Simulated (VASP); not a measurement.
# AlGa3N4 in VASP: single point with PBEsol

Aim: the single point of AlGa3N4 with PBEsol.

All numbers are computed with VASP 6.6.1; they aren't measurements. Logs are shortened: lines on timing, memory, paths and dates and some standing lists are left out, and cuts for length are marked.

### Step 1. The cell of the first run

The cell holds a disordered packing, 16 atoms: a = 5.866 Å, b = 5.632 Å, c = 5.734 Å, α = 92.64°, β = 87.58°, γ = 88.67°.

### Step 2. Single point, PBEsol

The input, INCAR:

```
SYSTEM = AlGa3N4
ALGO = Normal
EDIFF = 1E-7
ENCUT = 520
GGA = PS
ISIF = 2
ISMEAR = 0
LASPH = .True.
LCHARG = .True.
LELF = .True.
LREAL = Auto
LVHAR = .True.
LWAVE = .False.
NBANDS = 76
NELM = 60
PREC = Accurate
SIGMA = 0.02
```

The input, KPOINTS:

```
k-points
0
Gamma
  4 4 4
  0 0 0
```

The input, POSCAR:

```
AlGa3N4
1.0
    5.8640180000      0.0661320000      0.1220500000
    0.0702260000      5.6305130000     -0.1301860000
    0.1244700000     -0.1336170000      5.7312130000
Al Ga N
2 6 8
Direct
    0.8223592133      0.2949561023      0.2655974339
    0.1424790049      0.9032371741      0.9490464691
    0.2534934340      0.3915436298      0.6186329946
    0.5858789663      0.9066415649      0.3174659798
    0.1019960142      0.7912712289      0.4168375124
    0.5928216807      0.1246558040      0.7760860136
    0.4057560286      0.4254955303      0.1196410221
    0.8210694202      0.6335098534      0.7739209807
    0.3160840258      0.7429920721      0.6784734653
    0.3421701108      0.7563794447      0.1671920199
    0.9045249069      0.9726392038      0.2324293662
    0.2714781344      0.2086014962      0.8952586862
    0.5096283200      0.2572772845      0.4066947164
    0.5530247319      0.8046973676      0.6434418690
    0.9801111061      0.4776859581      0.4712041646
    0.7195821151      0.3763326716      0.9662703872
```

Potentials or basis: VASP PAW PBE potentials, release 64 (Al, Ga_d, N).

Started as:

```bash
$ cat potpaw_PBE.64/Al/POTCAR potpaw_PBE.64/Ga_d/POTCAR potpaw_PBE.64/N/POTCAR > POTCAR
$ mpirun -np 1 vasp_std > vasp.out
```

OUTCAR:

```text
SYSTEM = AlGa3N4
   EDIFF = 1E-7
   ENCUT = 520
   GGA = PS
   ISIF = 2
   ISMEAR = 0
   LASPH = .True.
   LREAL = Auto
   NELM = 60
   PREC = Accurate

 ion  position               nearest neighbor table
   1  0.822  0.295  0.266-  15 1.82  11 1.87  16 1.91  13 1.99   4 2.64   7 2.71   2 3.29
   2  0.142  0.903  0.949-  12 1.93  10 1.95   9 1.99  11 2.11   8 2.65   5 2.79   6 3.09   5 3.11
                             1 3.29
   3  0.253  0.392  0.619-  15 1.91  12 1.94  13 2.00   9 2.04   6 2.68   5 2.73
   4  0.586  0.907  0.317-  10 1.90  11 1.96  14 1.98  13 2.05   1 2.64   6 2.85
   5  0.102  0.791  0.417-  11 1.91  15 1.95  10 1.97   9 2.02   3 2.73   8 2.77   2 2.79   2 3.11

   6  0.593  0.125  0.776-  16 1.93  14 1.95  12 2.02  13 2.34   3 2.68   7 2.72   4 2.85   2 3.09

   7  0.406  0.425  0.120-  10 1.90  12 1.94  16 2.01  13 2.04   1 2.71   6 2.72
   8  0.821  0.634  0.774-  16 1.95  14 2.01  15 2.08   2 2.65   5 2.77
   9  0.316  0.743  0.678-  14 1.45   2 1.99   5 2.02   3 2.04
  10  0.342  0.756  0.167-   4 1.90   7 1.90   2 1.95   5 1.97
  11  0.905  0.973  0.232-   1 1.87   5 1.91   4 1.96   2 2.11
  12  0.271  0.209  0.895-   2 1.93   3 1.94   7 1.94   6 2.02
  13  0.510  0.257  0.407-   1 1.99   3 2.00   7 2.04   4 2.05   6 2.34
  14  0.553  0.805  0.643-   9 1.45   6 1.95   4 1.98   8 2.01
  15  0.980  0.478  0.471-   1 1.82   3 1.91   5 1.95   8 2.08
  16  0.720  0.376  0.966-   1 1.91   6 1.93   8 1.95   7 2.01

  LATTYP: Found a triclinic cell.
 ALAT       =     5.6324556571
 B/A-ratio  =     1.4604642955
 C/A-ratio  =     1.0180499933
 COS(alpha) =     0.0014662719
 COS(beta)  =     0.0461252252
 COS(gamma) =     0.7012954915

  Lattice vectors:

 A1 = (   0.0702260000,   5.6305130000,  -0.1301860000)
 A2 = (   5.9342440000,   5.6966450000,  -0.0081360000)
 A3 = (  -0.1244700000,   0.1336170000,  -5.7312130000)

Analysis of symmetry for initial positions (statically):
=====================================================================
 Subroutine PRICEL returns:
 Original cell was already a primitive cell.

 Routine SETGRP: Setting up the symmetry group for a
 triclinic supercell.

 Subroutine GETGRP returns: Found  1 space group operations
 (whereof  1 operations were pure point group operations)
 out of a pool of  2 trial point group operations.

The static configuration has the point symmetry C_1 .

Analysis of symmetry for dynamics (positions and initial velocities):
=====================================================================
 Subroutine PRICEL returns:
 Original cell was already a primitive cell.

 Routine SETGRP: Setting up the symmetry group for a
 triclinic supercell.

 Subroutine GETGRP returns: Found  1 space group operations
 (whereof  1 operations were pure point group operations)
 out of a pool of  2 trial point group operations.

The dynamic configuration has the point symmetry C_1 .

 Subroutine INISYM returns: Found  1 space group operations
 (whereof  1 operations are pure point group operations),
 and found     1 'primitive' translations

----------------------------------------------------------------------------------------

                                     Primitive cell

  volume of cell :     189.0135

  direct lattice vectors                    reciprocal lattice vectors
     5.864018000  0.066132000  0.122050000     0.170634723 -0.002215103 -0.003757473
     0.070226000  5.630513000 -0.130186000    -0.002091514  0.177726651  0.004188927
     0.124470000 -0.133617000  5.731213000    -0.003681289  0.004084279  0.174658303

  length of vectors
     5.865660811  5.632455657  5.734121444     0.170690463  0.177788312  0.174744832

  position of ions in fractional coordinates (direct lattice)
     0.822359213  0.294956102  0.265597434
     0.142479005  0.903237174  0.949046469
     0.253493434  0.391543630  0.618632995
     0.585878966  0.906641565  0.317465980
     0.101996014  0.791271229  0.416837512
     0.592821681  0.124655804  0.776086014
[... 8 lines left out ...]
     0.980111106  0.477685958  0.471204165
     0.719582115  0.376332672  0.966270387

  ion indices of the primitive-cell ions
   primitive index   ion index
                 1           1
                 2           2
                 3           3
                 4           4
                 5           5
                 6           6
[... 8 lines left out ...]
                15          15
                16          16

----------------------------------------------------------------------------------------

 KPOINTS: k-points

Automatic generation of k-mesh.
 Grid dimensions read from file:
 generate k-points for:    4    4    4

 Generating k-lattice:

  Cartesian coordinates                     Fractional coordinates (reciprocal lattice)
     0.042658681 -0.000553776 -0.000939368     0.250000000  0.000000000  0.000000000
    -0.000522879  0.044431663  0.001047232     0.000000000  0.250000000 -0.000000000
    -0.000920322  0.001021070  0.043664576     0.000000000  0.000000000  0.250000000

  Length of vectors
     0.042672616  0.044447078  0.043686208

  Shift w.r.t. Gamma in fractional coordinates (k-lattice)
     0.000000000  0.000000000  0.000000000

 Subroutine IBZKPT returns following result:
 ===========================================

 Found     36 irreducible k-points:

 Following reciprocal coordinates:
            Coordinates               Weight
  0.000000  0.000000  0.000000      1.000000
  0.250000  0.000000 -0.000000      2.000000
  0.500000  0.000000 -0.000000      1.000000
  0.000000  0.250000  0.000000      2.000000
  0.250000  0.250000 -0.000000      2.000000
  0.500000  0.250000  0.000000      2.000000
[... 16 lines left out ...]
 -0.000000 -0.250000  0.250000      2.000000
  0.250000 -0.250000  0.250000      2.000000
 [... further k-points ...]
   k-points           NKPTS =     36   k-points in BZ     NKDIM =     36   number of bands    NBANDS=     76
   number of dos      NEDOS =    301   number of ions     NIONS =     16
   total plane-waves  NPLWV =  96768
   dimension x,y,z NGX =    48 NGY =   42 NGZ =   48
   dimension x,y,z NGXF=    96 NGYF=   84 NGZF=   96
   ions per type =               2   6   8
   NGX,Y,Z   is equivalent  to a cutoff of  13.60, 12.40, 13.92 a.u.
   NGXF,Y,Z  is equivalent  to a cutoff of  27.21, 24.79, 27.83 a.u.
 SYSTEM =  AlGa3N4
   PREC   = accura    normal or accurate (medium, high low for compatibility)
   ISTART =      0    job   : 0-new  1-cont  2-samecut
   ICHARG =      2    charge: 1-file 2-atom 10-const
   ISPIN  =      1    spin polarized calculation?
   LNONCOLLINEAR =      F non collinear calculations
   LSORBIT =      F    spin-orbit coupling
   LASPH  =      T    aspherical Exc in radial PAW
   ENCUT  =  520.0 eV  38.22 Ry    6.18 a.u.  10.91 10.47 10.66*2*pi/ulx,y,z
   NELM   =     60;   NELMIN=  2; NELMDL= -5     # of ELM steps
   EDIFF  = 0.1E-06   stopping-criterion for ELM
   LREAL  =      T    real-space projection
   EDIFFG = 0.1E-05   stopping-criterion for IOM
   NSW    =      0    number of steps for IOM
   IBRION =     -1    ionic relax: 0-MD 1-quasi-New 2-CG
   NFREE  =      0    steps in history (QN), initial steepest desc. (CG)
   ISIF   =      2    stress and relaxation
   ISYM   =      2    0-nonsym 1-usesym 2-fastsym
   POTIM  = 0.5000    time-step for ionic-motion
   TEBEG  =    0.0;   TEEND  =   0.0 temperature during run
   PSTRESS=    0.0 pullay stress
   NELECT =     124.0000    total number of electrons
   NUPDOWN=      -1.0000    fix difference up-down
   EMIN   =  10.00;   EMAX   =-10.00  energy-range for DOS
   EFERMI =   0.00;   METHOD = LEGACY
   ISMEAR =     0;   SIGMA  =   0.02  broadening in eV -4-tet -1-fermi 0-gaus
   EFERMI_NEDOS =   21; number of points for ismear=-14 and -15
   IALGO  =     38    algorithm
   IMIX   =      4    mixing-type and parameters
     AMIX     =   0.40;   BMIX     =  1.00
     AMIX_MAG =   1.60;   BMIX_MAG =  1.00
  volume/ion in A,a.u.               =      11.81        79.72
  Fermi-wavevector in a.u.,A,eV,Ry     =   1.422496  2.688128 27.531323  2.023495
  Thomas-Fermi vector in A             =   2.543194
   LORBIT       =      0    0 simple, 1 ext, 2 COOP (PROOUT), +10 PAW based schemes
   GGA     = PS    functional components
   LHFCALC =     F    Hartree Fock is set to
   AEXX    =    0.0000 exact exchange contribution
   IVDW    =     0    specifies the selected vdW correction
   LEPSILON=     F    determine dielectric tensor
   LRPA    =     F    only Hartree local field effects (RPA)
 non-spin polarized calculation
 Gauss-broadening in eV      SIGMA  =   0.02
  energy-cutoff  :      520.00
  volume of cell :      189.01
 maximum number of plane-waves:      5109
 NGX is ok and might be reduce to    48
   NGX = 21   NGY = 21   NGZ = 21

 number of electron     123.9999984 magnetization

 Free energy of the ion-electron system (eV)
  ---------------------------------------------------
  ext. energy  EPLUGINS =         0.00000000
  ---------------------------------------------------
  free energy    TOTEN  =      -102.64506826 eV

  energy without entropy =     -102.64506826  energy(sigma->0) =     -102.64506826

 E-fermi :   6.2459     XC(G=0): -11.4048

 val. band max:        6.1393820816   @ k =   0.5000  -0.0000   0.5000
 cond. band min:       7.3818795544   @ k =   0.0000   0.5000   0.0000
 fundamental gap:      1.2424974728
 Fermi energy:         6.2458509380

 k-point     1 :       0.0000    0.0000    0.0000
  band No.  band energies     occupation
      1     -12.9020      2.00000
      2     -10.5870      2.00000
      3     -10.0745      2.00000
      4      -9.9783      2.00000
      5      -9.8559      2.00000
      6      -9.6819      2.00000
[... 66 lines left out ...]
     73      11.9308      0.00000
     74      12.3752      0.00000

 k-point     2 :       0.2500    0.0000   -0.0000
  band No.  band energies     occupation
      1     -12.8842      2.00000
      2     -10.5173      2.00000
      3     -10.1201      2.00000
      4      -9.9763      2.00000
      5      -9.8366      2.00000
      6      -9.7190      2.00000
[... 1686 lines left out ...]
 k-point    24 :       0.2500   -0.2500    0.2500
  band No.  band energies     occupation
      1     -12.8443      2.00000
      2     -10.3924      2.00000
      3     -10.1215      2.00000
      4     -10.0861      2.00000
      5      -9.8286      2.00000
      6      -9.7249      2.00000
[... 66 lines left out ...]
     73      11.8312      0.00000
     74      12.3328      0.00000

 [... further k-points ...]

 [bands above 74 left out]

------------------------ aborting loop because EDIFF is reached ----------------------------------------

  FORCE on cell =-STRESS in cart. coord.  units (eV):
  Direction    XX          YY          ZZ          XY          YZ          ZX
  --------------------------------------------------------------------------------------
  -------------------------------------------------------------------------------------
  Total        0.0212809     -0.1123261     -0.0393260     -0.0595296      0.0434157     -0.1408640
  in kB        0.1803880     -0.9521346     -0.3333481     -0.5046038      0.3680137     -1.1940368
  external PRESSURE =      -0.3683649 kB  Pullay stress =       0.0000000 kB

 VOLUME and BASIS-vectors are now :
 -----------------------------------------------------------------------------
  energy-cutoff  :      520.00
  volume of cell :      189.01
      direct lattice vectors                 reciprocal lattice vectors
     5.864018000  0.066132000  0.122050000     0.170634723 -0.002215103 -0.003757473
     0.070226000  5.630513000 -0.130186000    -0.002091514  0.177726651  0.004188927
     0.124470000 -0.133617000  5.731213000    -0.003681289  0.004084279  0.174658303

 POSITION                                       TOTAL-FORCE (eV/Angst)
 -----------------------------------------------------------------------------------
      4.87610      1.67965      1.58417         0.002570     -0.008668     -0.012046
      1.01706      4.96830      5.33899        -0.029236     -0.006695      0.009143
      1.59099      2.13870      3.52548        -0.003735      0.008547      0.001980
      3.53879      5.10118      1.77294         0.009083     -0.023183     -0.005488
      0.70556      4.40631      2.29842        -0.007658     -0.010864     -0.020059
      3.58167      0.63738      4.50404        -0.003003     -0.002192      0.011162
[... 8 lines left out ...]
      5.83959      2.69147      2.75801         0.008139      0.017006     -0.007885
      4.36634      2.03742      5.57673         0.001965     -0.009954     -0.020192
 -----------------------------------------------------------------------------------
    total drift:                               -0.000284      0.000307      0.004009

  FREE ENERGIE OF THE ION-ELECTRON SYSTEM (eV)
  ---------------------------------------------------
  free  energy   TOTEN  =      -102.6450682638 eV

  energy  without entropy=     -102.6450682638  energy(sigma->0) =     -102.64506826
```

Run time: 30 min. Hardware: 1 thread of Oxide Virtual Turin-like, shared host; peak memory 0.46 GiB.

What came out:

| Property | Result |
| --- | --- |
| Free energy | -102.6451 eV |
| Pressure | 0.0 GPa |
| Largest force | 0.069 eV/Å |
| Band gap on the k mesh | 1.24 eV (least direct gap 1.33 eV) |

Forces in eV/Å, atoms in the order of the input:
```
Al   0.003 -0.009 -0.012
Al  -0.029 -0.007  0.009
Ga  -0.004  0.009  0.002
Ga   0.009 -0.023 -0.005
Ga  -0.008 -0.011 -0.020
Ga  -0.003 -0.002  0.011
Ga  -0.013  0.010 -0.011
Ga   0.014  0.003  0.024
N   -0.049 -0.019  0.009
N    0.003 -0.005  0.004
N   -0.001  0.011  0.042
N    0.006  0.010 -0.001
N   -0.003  0.004 -0.014
N    0.065  0.021 -0.010
N    0.008  0.017 -0.008
N    0.002 -0.010 -0.020
```

Stress tensor (GPa, compression positive):
```
 0.02 -0.05 -0.12
-0.05 -0.10  0.04
-0.12  0.04 -0.03
```

Caveat: the atoms stand as in a frame of molecular dynamics; the PAW data sets were made with another functional, which shifts forces and pressure a little.
